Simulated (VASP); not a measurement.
Write the native input for VASP 6.6.1 that does the following.

```yaml
Task: single point
Functional: r2SCAN
Potentials_or_basis: VASP PAW PBE potentials, release 64 (Ni)
Cutoff: 520 eV
k_mesh: 14 × 14 × 7
Occupations: fermi-dirac, width 0.1 eV
Spin: no spin polarisation
Dipole_correction: no
Further_INCAR_settings: ALGO = Normal; EDIFF = 1e-07; NBANDS = 17
```

Crystal: Ni.

```xyz
2
Lattice="0.0000 1.7691 1.7691 1.7691 0.0000 1.7691 3.5382 3.5382 0.0000" Properties=species:S:1:pos:R:3 pbc="T T T"
Ni    0.0000    0.0000    0.0000
Ni    1.7691    1.7691    0.0000
```

The input as run:

POSCAR

```
Ni
1.0
    0.0000000000      1.7691000000      1.7691000000
    1.7691000000      0.0000000000      1.7691000000
    3.5382000000      3.5382000000      0.0000000000
Ni
2
Direct
    0.0000000000      0.0000000000      0.0000000000
    0.0000000000      0.0000000000      0.5000000000
```

INCAR.step1

```
SYSTEM = Ni
ALGO = Normal
EDIFF = 1E-4
ENCUT = 520
GGA = PE
ISMEAR = -1
LASPH = .True.
LCHARG = .False.
LREAL = .False.
LWAVE = .True.
NBANDS = 17
NELM = 60
PREC = Accurate
SIGMA = 0.1
```

INCAR.step2

```
SYSTEM = Ni
ALGO = Normal
EDIFF = 1E-7
ENCUT = 520
ISIF = 2
ISMEAR = -1
ISTART = 1
LASPH = .True.
LCHARG = .False.
LMIXTAU = .True.
LREAL = .False.
LWAVE = .False.
METAGGA = R2SCAN
NBANDS = 17
NELM = 60
PREC = Accurate
SIGMA = 0.1
```

KPOINTS

```
k-points
0
Gamma
  14 14 7
  0 0 0
```

Potentials or basis: VASP PAW PBE potentials, release 64 (Ni).

Launch:

```console
$ cat potpaw_PBE.64/Ni/POTCAR > POTCAR
$ cp INCAR.step1 INCAR
$ mpirun -np 1 vasp_std > vasp.out
$ cp INCAR.step2 INCAR
$ mpirun -np 1 vasp_std > vasp.out
```

Results of the run:

* Pressure: -11.5 GPa
* Band gap on the k mesh: zero (band 10 reaches 8.90 eV, above the bottom of band 11 at 8.06 eV)

Caveat: the PAW data sets were made with another functional, which shifts forces and pressure a little; the run has no spin polarisation, though such a crystal can be magnetic.

Run time: 3.5 min on 1 thread of Intel(R) Xeon(R) Platinum 8488C (Sapphire Rapids) (shared host), peak memory 0.18 GiB.
